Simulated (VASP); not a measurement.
# SnO2 (P4_2/mnm) in VASP: a series of runs

SnO2 is run at these levels: PBE+D3(BJ); tasks: single point, relaxation of cell and atoms.

All numbers are computed with VASP 6.6.1; they aren't measurements. Logs are shortened: lines on timing, memory, paths and dates and some standing lists are left out, and cuts for length are marked.

**1. The cell of the first run**

It takes space group P4_2/mnm (No. 136, tetragonal). Conventional cell: a = 4.793 Å, b = 4.793 Å, c = 3.230 Å, α = 90.00°, β = 90.00°, γ = 90.00°. Sn (site symmetry mmm) has 6 O at 2.08 Å within 2.7 Å. O (site symmetry m2m) has 3 Sn at 2.08 Å and 1 O at 2.63 Å within 2.7 Å.

**2. Single point, PBE+D3(BJ)**

INCAR

```
SYSTEM = SnO2
  ALGO = Normal
  EDIFF = 1E-7
  ENCUT = 520
  GGA = PE
  ISIF = 2
  ISMEAR = 0
  IVDW = 12
  LASPH = .TRUE.
  LCHARG = .FALSE.
  LREAL = .FALSE.
  LWAVE = .FALSE.
  NBANDS = 35
  NELM = 80
  PREC = Accurate
  SIGMA = 0.02
```

KPOINTS

```
k-points
0
G
  6 6 8
  0 0 0
```

POSCAR

```
SnO2
1.0
    4.7933845485      0.0000000000      0.0000000000
    0.0000000000      4.7933845485      0.0000000000
    0.0000000000      0.0000000000      3.2300448772
Sn O
2 4
Direct
    0.0000000000      0.0000000000      0.0000000000
    0.5000000000      0.5000000000      0.5000000000
    0.3062105638      0.3062105638      0.0000000000
    0.1937894362      0.8062105638      0.5000000000
    0.6937894362      0.6937894362      0.0000000000
    0.8062105638      0.1937894362      0.5000000000
```

Potentials or basis: VASP PAW PBE potentials, release 64 (Sn_d, O).

Run with:

```
$ cat potpaw_PBE.64/Sn_d/POTCAR potpaw_PBE.64/O/POTCAR > POTCAR
$ mpirun -np 1 vasp_std > vasp.out
```

OUTCAR:

```text
SYSTEM = SnO2
   EDIFF = 1E-7
   ENCUT = 520
   GGA = PE
   ISIF = 2
   ISMEAR = 0
   IVDW = 12
   LASPH = .TRUE.
   LREAL = .FALSE.
   NELM = 80
   PREC = Accurate
 IVDW          = 12

 ion  position               nearest neighbor table
   1  0.000  0.000  0.000-   3 2.08   5 2.08   4 2.08   6 2.08   4 2.08   6 2.08   2 3.75   2 3.75
                             2 3.75   2 3.75   2 3.75   2 3.75   2 3.75   2 3.75
   2  0.500  0.500  0.500-   4 2.08   6 2.08   5 2.08   3 2.08   3 2.08   5 2.08   1 3.75   1 3.75
                             1 3.75   1 3.75   1 3.75   1 3.75   1 3.75   1 3.75
   3  0.306  0.306  0.000-   1 2.08   2 2.08   2 2.08
   4  0.194  0.806  0.500-   2 2.08   1 2.08   1 2.08
   5  0.694  0.694  0.000-   1 2.08   2 2.08   2 2.08
   6  0.806  0.194  0.500-   2 2.08   1 2.08   1 2.08

  LATTYP: Found a simple tetragonal cell.
 ALAT       =     4.7933845485
 C/A-ratio  =     0.6738547355

  Lattice vectors:

 A1 = (   4.7933845485,   0.0000000000,   0.0000000000)
 A2 = (   0.0000000000,   4.7933845485,   0.0000000000)
 A3 = (   0.0000000000,   0.0000000000,   3.2300448772)

Analysis of symmetry for initial positions (statically):
=====================================================================
 Subroutine PRICEL returns:
 Original cell was already a primitive cell.

 Routine SETGRP: Setting up the symmetry group for a
 simple tetragonal supercell.

 Subroutine GETGRP returns: Found 16 space group operations
 (whereof  8 operations were pure point group operations)
 out of a pool of 16 trial point group operations.

The static configuration has the point symmetry D_2h.
 The point group associated with its full space group is D_4h.

Analysis of symmetry for dynamics (positions and initial velocities):
=====================================================================
 Subroutine PRICEL returns:
 Original cell was already a primitive cell.

 Routine SETGRP: Setting up the symmetry group for a
 simple tetragonal supercell.

 Subroutine GETGRP returns: Found 16 space group operations
 (whereof  8 operations were pure point group operations)
 out of a pool of 16 trial point group operations.

The dynamic configuration has the point symmetry D_2h.
 The point group associated with its full space group is D_4h.

 Subroutine INISYM returns: Found 16 space group operations
 (whereof  8 operations are pure point group operations),
 and found     1 'primitive' translations

----------------------------------------------------------------------------------------

                                     Primitive cell

  volume of cell :      74.2152

  direct lattice vectors                    reciprocal lattice vectors
     4.793384548  0.000000000  0.000000000     0.208620859  0.000000000  0.000000000
     0.000000000  4.793384548  0.000000000     0.000000000  0.208620859  0.000000000
     0.000000000  0.000000000  3.230044877     0.000000000  0.000000000  0.309593222

  length of vectors
     4.793384548  4.793384548  3.230044877     0.208620859  0.208620859  0.309593222

  position of ions in fractional coordinates (direct lattice)
     0.000000000  0.000000000  0.000000000
     0.500000000  0.500000000  0.500000000
     0.306210564  0.306210564  0.000000000
     0.193789436  0.806210564  0.500000000
     0.693789436  0.693789436  0.000000000
     0.806210564  0.193789436  0.500000000

  ion indices of the primitive-cell ions
   primitive index   ion index
                 1           1
                 2           2
                 3           3
                 4           4
                 5           5
                 6           6

----------------------------------------------------------------------------------------

 KPOINTS: k-points

Automatic generation of k-mesh.
 Grid dimensions read from file:
 generate k-points for:    6    6    8

 Generating k-lattice:

  Cartesian coordinates                     Fractional coordinates (reciprocal lattice)
     0.034770143  0.000000000  0.000000000     0.166666667  0.000000000  0.000000000
     0.000000000  0.034770143  0.000000000     0.000000000  0.166666667  0.000000000
     0.000000000  0.000000000  0.038699153     0.000000000  0.000000000  0.125000000

  Length of vectors
     0.034770143  0.034770143  0.038699153

  Shift w.r.t. Gamma in fractional coordinates (k-lattice)
     0.000000000  0.000000000  0.000000000

 Subroutine IBZKPT returns following result:
 ===========================================

 Found     50 irreducible k-points:

 Following reciprocal coordinates:
            Coordinates               Weight
  0.000000  0.000000  0.000000      1.000000
  0.166667  0.000000  0.000000      4.000000
  0.333333  0.000000  0.000000      4.000000
  0.500000  0.000000  0.000000      2.000000
  0.166667  0.166667  0.000000      4.000000
  0.333333  0.166667  0.000000      8.000000
[... 16 lines left out ...]
  0.333333  0.000000  0.250000      8.000000
  0.500000  0.000000  0.250000      4.000000
 [... further k-points ...]
   k-points           NKPTS =     50   k-points in BZ     NKDIM =     50   number of bands    NBANDS=     35
   number of dos      NEDOS =    301   number of ions     NIONS =      6
   total plane-waves  NPLWV =  31104
   dimension x,y,z NGX =    36 NGY =   36 NGZ =   24
   dimension x,y,z NGXF=    72 NGYF=   72 NGZF=   48
   ions per type =               2   4
   NGX,Y,Z   is equivalent  to a cutoff of  12.49, 12.49, 12.35 a.u.
   NGXF,Y,Z  is equivalent  to a cutoff of  24.97, 24.97, 24.70 a.u.
 SYSTEM =  SnO2
   PREC   = accura    normal or accurate (medium, high low for compatibility)
   ISTART =      0    job   : 0-new  1-cont  2-samecut
   ICHARG =      2    charge: 1-file 2-atom 10-const
   ISPIN  =      1    spin polarized calculation?
   LNONCOLLINEAR =      F non collinear calculations
   LSORBIT =      F    spin-orbit coupling
   LASPH  =      T    aspherical Exc in radial PAW
   ENCUT  =  520.0 eV  38.22 Ry    6.18 a.u.   8.91  8.91  6.01*2*pi/ulx,y,z
   NELM   =     80;   NELMIN=  2; NELMDL= -5     # of ELM steps
   EDIFF  = 0.1E-06   stopping-criterion for ELM
   LREAL  =      F    real-space projection
   EDIFFG = 0.1E-05   stopping-criterion for IOM
   NSW    =      0    number of steps for IOM
   IBRION =     -1    ionic relax: 0-MD 1-quasi-New 2-CG
   NFREE  =      0    steps in history (QN), initial steepest desc. (CG)
   ISIF   =      2    stress and relaxation
   ISYM   =      2    0-nonsym 1-usesym 2-fastsym
   POTIM  = 0.5000    time-step for ionic-motion
   TEBEG  =    0.0;   TEEND  =   0.0 temperature during run
   PSTRESS=    0.0 pullay stress
   NELECT =      52.0000    total number of electrons
   NUPDOWN=      -1.0000    fix difference up-down
   EMIN   =  10.00;   EMAX   =-10.00  energy-range for DOS
   EFERMI =   0.00;   METHOD = LEGACY
   ISMEAR =     0;   SIGMA  =   0.02  broadening in eV -4-tet -1-fermi 0-gaus
   EFERMI_NEDOS =   21; number of points for ismear=-14 and -15
   IALGO  =     38    algorithm
   IMIX   =      4    mixing-type and parameters
     AMIX     =   0.40;   BMIX     =  1.00
     AMIX_MAG =   1.60;   BMIX_MAG =  1.00
  volume/ion in A,a.u.               =      12.37        83.47
  Fermi-wavevector in a.u.,A,eV,Ry     =   1.454046  2.747749 28.766128  2.114251
  Thomas-Fermi vector in A             =   2.571242
   LORBIT       =      0    0 simple, 1 ext, 2 COOP (PROOUT), +10 PAW based schemes
   GGA     = PE    functional components
   LHFCALC =     F    Hartree Fock is set to
   AEXX    =    0.0000 exact exchange contribution
   IVDW    =    12    specifies the selected vdW correction
   LEPSILON=     F    determine dielectric tensor
   LRPA    =     F    only Hartree local field effects (RPA)
 non-spin polarized calculation
 Gauss-broadening in eV      SIGMA  =   0.02
  energy-cutoff  :      520.00
  volume of cell :       74.22
 maximum number of plane-waves:      2032
 NGX is ok and might be reduce to    36
   NGX = 17   NGY = 17   NGZ = 13

 number of electron      52.0000009 magnetization

 Free energy of the ion-electron system (eV)
  ---------------------------------------------------
  ext. energy  EPLUGINS =         0.00000000
  ---------------------------------------------------
  free energy    TOTEN  =       -37.29389774 eV

  energy without entropy =      -37.29389774  energy(sigma->0) =      -37.29389774

 E-fermi :   5.9176     XC(G=0): -11.0658

 val. band max:        5.7223147061   @ k =   0.0000   0.0000   0.0000
 cond. band min:       6.5489271366   @ k =   0.0000   0.0000   0.0000
 fundamental gap:      0.8266124305
 Fermi energy:         5.9176384284

 k-point     1 :       0.0000    0.0000    0.0000
  band No.  band energies     occupation
      1     -15.3334      2.00000
      2     -14.6217      2.00000
      3     -14.4205      2.00000
      4     -14.3932      2.00000
      5     -14.3932      2.00000
      6     -14.3308      2.00000
[... 27 lines left out ...]
     34      17.4444      0.00000
     35      18.0787      0.00000

 k-point     2 :       0.1667    0.0000    0.0000
  band No.  band energies     occupation
      1     -15.2940      2.00000
      2     -14.6667      2.00000
      3     -14.4200      2.00000
      4     -14.3916      2.00000
      5     -14.3916      2.00000
      6     -14.3615      2.00000
[... 27 lines left out ...]
     34      17.5105      0.00000
     35      18.1055      0.00000

 k-point     3 :       0.3333    0.0000    0.0000
  band No.  band energies     occupation
      1     -15.1798      2.00000
      2     -14.8116      2.00000
      3     -14.4182      2.00000
      4     -14.3993      2.00000
      5     -14.3883      2.00000
      6     -14.3881      2.00000
[... 27 lines left out ...]
     34      17.7917      0.00000
     35      18.0734      0.00000
[... 723 lines left out ...]
 k-point    23 :       0.3333    0.0000    0.2500
  band No.  band energies     occupation
      1     -15.0827      2.00000
      2     -14.9505      2.00000
      3     -14.6480      2.00000
      4     -14.4536      2.00000
      5     -14.3233      2.00000
      6     -14.3172      2.00000
[... 27 lines left out ...]
     34      17.7219      0.00000
     35      18.0197      0.00000

 k-point    24 :       0.5000    0.0000    0.2500
  band No.  band energies     occupation
      1     -15.0360      2.00000
      2     -15.0360      2.00000
      3     -14.5367      2.00000
      4     -14.5367      2.00000
      5     -14.3188      2.00000
      6     -14.3188      2.00000
[... 27 lines left out ...]
     34      17.8712      0.00000
     35      18.0921      0.00000

 [... further k-points ...]

------------------------ aborting loop because EDIFF is reached ----------------------------------------

 Edisp (eV)   -1.28959

 E8    (eV) :    -0.5184

  FORCE on cell =-STRESS in cart. coord.  units (eV):
  Direction    XX          YY          ZZ          XY          YZ          ZX
  --------------------------------------------------------------------------------------
  -------------------------------------------------------------------------------------
  Total       0.25924     0.25924     0.38638     0.00000     0.00000     0.00000
  in kB       5.59652     5.59652     8.34127     0.00000     0.00000     0.00000
  external pressure =        6.51 kB  Pullay stress =        0.00 kB

 VOLUME and BASIS-vectors are now :
 -----------------------------------------------------------------------------
  energy-cutoff  :      520.00
  volume of cell :       74.22
      direct lattice vectors                 reciprocal lattice vectors
     4.793384548  0.000000000  0.000000000     0.208620859  0.000000000  0.000000000
     0.000000000  4.793384548  0.000000000     0.000000000  0.208620859  0.000000000
     0.000000000  0.000000000  3.230044877     0.000000000  0.000000000  0.309593222

 POSITION                                       TOTAL-FORCE (eV/Angst)
 -----------------------------------------------------------------------------------
      0.00000      0.00000      0.00000         0.000000      0.000000      0.000000
      2.39669      2.39669      1.61502         0.000000      0.000000      0.000000
      1.46778      1.46778      0.00000        -0.010493     -0.010493     -0.000000
      0.92891      3.86448      1.61502         0.010493     -0.010493      0.000000
      3.32560      3.32560      0.00000         0.010493      0.010493      0.000000
      3.86448      0.92891      1.61502        -0.010493      0.010493      0.000000
 -----------------------------------------------------------------------------------
    total drift:                                0.000000      0.000000      0.000000

  FREE ENERGIE OF THE ION-ELECTRON SYSTEM (eV)
  ---------------------------------------------------
  free  energy   TOTEN  =       -38.5834844424 eV

  energy  without entropy=      -38.5834844424  energy(sigma->0) =      -38.58348444
```

Wall time 89 s (1 thread of AMD EPYC 9R14 (Zen 4), shared host); peak memory 0.22 GiB.

Results:

```yaml
Free_energy: -38.5835 eV
Pressure: 0.7 GPa
Largest_force: 0.015 eV/Å
Band_gap_on_the_k_mesh: 0.83 eV
Dispersion_energy_per_atom: -0.215 eV
```

Forces in eV/Å, atoms in the order of the input:
```
Sn   0.000  0.000  0.000
Sn   0.000  0.000  0.000
O   -0.010 -0.010  0.000
O    0.010 -0.010  0.000
O    0.010  0.010  0.000
O   -0.010  0.010  0.000
```

Stress tensor (GPa, compression positive):
```
0.56 0.00 0.00
0.00 0.56 0.00
0.00 0.00 0.83
```

Caveat: spin-orbit coupling is left out, which moves the levels of the heavy elements. As with any semilocal functional, this PBE gap is likely too small.

[end of part 1 of 2]
